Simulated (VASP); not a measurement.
# CoSn3 (Pm-3m) in VASP: a series of runs, part 2 of 3

VASP 6.6.1.

## 4. Single point, r2SCAN

Input file POSCAR:

```
CoSn3
1.0
    4.4935679012      0.0000000000      0.0000000000
    0.0000000000      4.4935679012      0.0000000000
    0.0000000000      0.0000000000      4.4935679012
Sn Co
3 1
Direct
    0.0000000000      0.5000000000      0.5000000000
    0.5000000000      0.0000000000      0.5000000000
    0.5000000000      0.5000000000      0.0000000000
    0.0000000000      0.0000000000      0.0000000000
```

Input file INCAR.step1:

```
PREC = Accurate ; ENCUT = 520
ISMEAR = 0 ; SIGMA = 0.1
LREAL = F ; LASPH = T
NELM = 80 ; NBANDS = 34
GGA = PE ; ALGO = Normal
EDIFF = 1E-4 ; LWAVE = T
LCHARG = F
```

Input file INCAR.step2:

```
PREC = Accurate ; ENCUT = 520
EDIFF = 1E-6 ; ISMEAR = 0
SIGMA = 0.1 ; LREAL = F
LASPH = T ; NELM = 80
ALGO = Normal ; ISIF = 2
LWAVE = F ; LCHARG = F
METAGGA = R2SCAN ; LMIXTAU = T
NBANDS = 34 ; ISTART = 1
```

Input file KPOINTS:

```
Automatic mesh
0
Gamma
  10 10 10
```

Potentials or basis: VASP PAW PBE potentials, release 64 (Sn_d, Co).

The run is started by

```sh
> cat potpaw_PBE.64/Sn_d/POTCAR potpaw_PBE.64/Co/POTCAR > POTCAR
> cp INCAR.step1 INCAR
> mpirun -np 1 vasp_std > vasp.out
> cp INCAR.step2 INCAR
> mpirun -np 1 vasp_std > vasp.out
```

OUTCAR:

```text
PREC = Accurate
   ENCUT = 520
   EDIFF = 1E-6
   ISMEAR = 0
   LREAL = F
   LASPH = T
   NELM = 80
   ISIF = 2
   METAGGA = R2SCAN
   ISTART = 1

 ion  position               nearest neighbor table
   1  0.000  0.500  0.500-   2 3.18   3 3.18   4 3.18   3 3.18   4 3.18   2 3.18   4 3.18   4 3.18
                             2 3.18   3 3.18   3 3.18   2 3.18
   2  0.500  0.000  0.500-   1 3.18   3 3.18   4 3.18   3 3.18   4 3.18   1 3.18   3 3.18   3 3.18
                             1 3.18   4 3.18   4 3.18   1 3.18
   3  0.500  0.500  0.000-   1 3.18   2 3.18   4 3.18   1 3.18   2 3.18   2 3.18   4 3.18   2 3.18
                             1 3.18   4 3.18   1 3.18   4 3.18
   4  0.000  0.000  0.000-   1 3.18   2 3.18   3 3.18   1 3.18   2 3.18   1 3.18   3 3.18   1 3.18
                             2 3.18   3 3.18   2 3.18   3 3.18

  LATTYP: Found a simple cubic cell.
 ALAT       =     4.4935679012

  Lattice vectors:

 A1 = (   4.4935679012,   0.0000000000,   0.0000000000)
 A2 = (   0.0000000000,   4.4935679012,   0.0000000000)
 A3 = (   0.0000000000,   0.0000000000,   4.4935679012)

Analysis of symmetry for initial positions (statically):
=====================================================================
 Subroutine PRICEL returns:
 Original cell was already a primitive cell.

 Routine SETGRP: Setting up the symmetry group for a
 simple cubic supercell.

 Subroutine GETGRP returns: Found 48 space group operations
 (whereof 48 operations were pure point group operations)
 out of a pool of 48 trial point group operations.

The static configuration has the point symmetry O_h .

Analysis of symmetry for dynamics (positions and initial velocities):
=====================================================================
 Subroutine PRICEL returns:
 Original cell was already a primitive cell.

 Routine SETGRP: Setting up the symmetry group for a
 simple cubic supercell.

 Subroutine GETGRP returns: Found 48 space group operations
 (whereof 48 operations were pure point group operations)
 out of a pool of 48 trial point group operations.

The dynamic configuration has the point symmetry O_h .

 Subroutine INISYM returns: Found 48 space group operations
 (whereof 48 operations are pure point group operations),
 and found     1 'primitive' translations

----------------------------------------------------------------------------------------

                                     Primitive cell

  volume of cell :      90.7348

  direct lattice vectors                    reciprocal lattice vectors
     4.493567901  0.000000000  0.000000000     0.222540311  0.000000000  0.000000000
     0.000000000  4.493567901  0.000000000     0.000000000  0.222540311  0.000000000
     0.000000000  0.000000000  4.493567901     0.000000000  0.000000000  0.222540311

  length of vectors
     4.493567901  4.493567901  4.493567901     0.222540311  0.222540311  0.222540311

  position of ions in fractional coordinates (direct lattice)
     0.000000000  0.500000000  0.500000000
     0.500000000  0.000000000  0.500000000
     0.500000000  0.500000000  0.000000000
     0.000000000  0.000000000  0.000000000
[... 28 lines left out ...]

 Subroutine IBZKPT returns following result:
 ===========================================

 Found     56 irreducible k-points:

 Following reciprocal coordinates:
            Coordinates               Weight
  0.000000  0.000000  0.000000      1.000000
  0.100000  0.000000  0.000000      6.000000
  0.200000  0.000000  0.000000      6.000000
  0.300000  0.000000  0.000000      6.000000
  0.400000  0.000000  0.000000      6.000000
  0.500000  0.000000  0.000000      3.000000
[... 16 lines left out ...]
  0.200000  0.100000  0.100000     24.000000
  0.300000  0.100000  0.100000     24.000000
 [... further k-points ...]
   k-points           NKPTS =     56   k-points in BZ     NKDIM =     56   number of bands    NBANDS=     34
   number of dos      NEDOS =    301   number of ions     NIONS =      4
   total plane-waves  NPLWV =  46656
   dimension x,y,z NGX =    36 NGY =   36 NGZ =   36
   dimension x,y,z NGXF=    72 NGYF=   72 NGZF=   72
   ions per type =               3   1
   NGX,Y,Z   is equivalent  to a cutoff of  13.32, 13.32, 13.32 a.u.
   NGXF,Y,Z  is equivalent  to a cutoff of  26.64, 26.64, 26.64 a.u.
 SYSTEM =  unknown system
   PREC   = accura    normal or accurate (medium, high low for compatibility)
   ISTART =      1    job   : 0-new  1-cont  2-samecut
   ICHARG =      0    charge: 1-file 2-atom 10-const
   ISPIN  =      1    spin polarized calculation?
   LNONCOLLINEAR =      F non collinear calculations
   LSORBIT =      F    spin-orbit coupling
   LASPH  =      T    aspherical Exc in radial PAW
   ENCUT  =  520.0 eV  38.22 Ry    6.18 a.u.   8.36  8.36  8.36*2*pi/ulx,y,z
   NELM   =     80;   NELMIN=  2; NELMDL=  0     # of ELM steps
   EDIFF  = 0.1E-05   stopping-criterion for ELM
   LREAL  =      F    real-space projection
   EDIFFG = 0.1E-04   stopping-criterion for IOM
   NSW    =      0    number of steps for IOM
   IBRION =     -1    ionic relax: 0-MD 1-quasi-New 2-CG
   NFREE  =      0    steps in history (QN), initial steepest desc. (CG)
   ISIF   =      2    stress and relaxation
   ISYM   =      2    0-nonsym 1-usesym 2-fastsym
   POTIM  = 0.5000    time-step for ionic-motion
   TEBEG  =    0.0;   TEEND  =   0.0 temperature during run
   PSTRESS=    0.0 pullay stress
   NELECT =      51.0000    total number of electrons
   NUPDOWN=      -1.0000    fix difference up-down
   EMIN   =  10.00;   EMAX   =-10.00  energy-range for DOS
   EFERMI =   0.00;   METHOD = LEGACY
   ISMEAR =     0;   SIGMA  =   0.10  broadening in eV -4-tet -1-fermi 0-gaus
   EFERMI_NEDOS =   21; number of points for ismear=-14 and -15
   IALGO  =     38    algorithm
   IMIX   =      4    mixing-type and parameters
     AMIX     =   0.40;   BMIX     =  1.00
     AMIX_MAG =   1.60;   BMIX_MAG =  1.00
  volume/ion in A,a.u.               =      22.68       153.08
  Fermi-wavevector in a.u.,A,eV,Ry     =   1.351057  2.553127 24.835452  1.825354
  Thomas-Fermi vector in A             =   2.478510
   LORBIT       =      0    0 simple, 1 ext, 2 COOP (PROOUT), +10 PAW based schemes
   METAGGA = R2SCAN    functional components
   LHFCALC =     F    Hartree Fock is set to
   AEXX    =    0.0000 exact exchange contribution
   IVDW    =     0    specifies the selected vdW correction
   LEPSILON=     F    determine dielectric tensor
   LRPA    =     F    only Hartree local field effects (RPA)
 non-spin polarized calculation
 Gauss-broadening in eV      SIGMA  =   0.10
  energy-cutoff  :      520.00
  volume of cell :       90.73
 maximum number of plane-waves:      2469
 NGX is ok and might be reduce to    36
   NGX = 17   NGY = 17   NGZ = 17

 number of electron      50.9999989 magnetization

 Free energy of the ion-electron system (eV)
  ---------------------------------------------------
  ext. energy  EPLUGINS =         0.00000000
  ---------------------------------------------------
  free energy    TOTEN  =       -84.60720003 eV

  energy without entropy =      -84.58443748  energy(sigma->0) =      -84.59581875

 E-fermi :   8.5042     XC(G=0): -11.7831

 val. band max:        8.5031876605   @ k =   0.2000   0.1000   0.0000
 cond. band min:       8.5049351244   @ k =   0.5000   0.4000   0.0000
 fundamental gap:      0.0017474638
 Fermi energy:         8.5042142431

 k-point     1 :       0.0000    0.0000    0.0000
  band No.  band energies     occupation
      1     -13.9420      2.00000
      2     -13.9420      2.00000
      3     -13.9420      2.00000
      4     -13.9260      2.00000
      5     -13.7599      2.00000
      6     -13.7599      2.00000
[... 877 lines left out ...]
     33      13.6604      0.00000
     34      15.7565      0.00000

 [... further k-points ...]

------------------------ aborting loop because EDIFF is reached ----------------------------------------

  FORCE on cell =-STRESS in cart. coord.  units (eV):
  Direction    XX          YY          ZZ          XY          YZ          ZX
  --------------------------------------------------------------------------------------
  -------------------------------------------------------------------------------------
  Total       -2.1397217     -2.1397217     -2.1397217      0.0000000     -0.0000000     -0.0000000
  in kB      -37.7827833    -37.7827833    -37.7827833      0.0000000     -0.0000000     -0.0000000
  external PRESSURE =     -37.7827833 kB  Pullay stress =       0.0000000 kB

 VOLUME and BASIS-vectors are now :
 -----------------------------------------------------------------------------
  energy-cutoff  :      520.00
  volume of cell :       90.73
      direct lattice vectors                 reciprocal lattice vectors
     4.493567901  0.000000000  0.000000000     0.222540311  0.000000000  0.000000000
     0.000000000  4.493567901  0.000000000     0.000000000  0.222540311  0.000000000
     0.000000000  0.000000000  4.493567901     0.000000000  0.000000000  0.222540311

 POSITION                                       TOTAL-FORCE (eV/Angst)
 -----------------------------------------------------------------------------------
      0.00000      2.24678      2.24678         0.000000      0.000000      0.000000
      2.24678      0.00000      2.24678         0.000000      0.000000      0.000000
      2.24678      2.24678      0.00000         0.000000      0.000000      0.000000
      0.00000      0.00000      0.00000         0.000000      0.000000      0.000000
 -----------------------------------------------------------------------------------
    total drift:                                0.000000      0.000000      0.000000

  FREE ENERGIE OF THE ION-ELECTRON SYSTEM (eV)
  ---------------------------------------------------
  free  energy   TOTEN  =       -84.6072000331 eV

  energy  without entropy=      -84.5844374767  energy(sigma->0) =      -84.59581875
```

It took 7.1 min on 1 thread of Intel Xeon Platinum 8259CL at 2.50GHz (Skylake/Cascade Lake), shared host; peak memory 0.31 GiB.

Results:

| Item | Value |
| --- | --- |
| Free energy | -84.6072 eV |
| Pressure | -3.8 GPa |
| Band gap on the k mesh | zero (an odd number of electrons rules out a gap without spin polarisation) |

Levels at points of the mesh, in eV from the Fermi level:
| k point | band 22 | band 23 | band 24 | band 25 | band 26 | band 27 | band 28 | band 29 | band 30 | band 31 |
| --- | --- | --- | --- | --- | --- | --- | --- | --- | --- | --- |
| (0.00, 0.00, 0.00) | -0.58 | -0.58 | -0.58 | -0.21 | -0.21 | 0.42 | 3.19 | 3.19 | 3.19 | 4.87 |
| (0.50, 0.00, 0.00) | -0.73 | -0.57 | -0.32 | -0.32 | 0.27 | 0.27 | 0.43 | 0.91 | 2.05 | 5.66 |
| (0.50, 0.50, 0.00) | -0.69 | -0.59 | -0.57 | 0.15 | 0.39 | 1.35 | 1.35 | 1.95 | 1.95 | 3.94 |
| (0.50, 0.50, 0.50) | -4.22 | -0.89 | -0.51 | -0.51 | -0.12 | -0.12 | -0.12 | 7.58 | 7.58 | 8.23 |

Caveat: the cell stands under tension; the PAW data sets were made with another functional, which shifts forces and pressure a little; spin-orbit coupling is left out, which moves the levels of the heavy elements; the run has no spin polarisation, though such a crystal can be magnetic. Spin polarisation is off, so any magnetic state and its effect on volume and gap are missing.

(Part 2 of 3 ends here.)
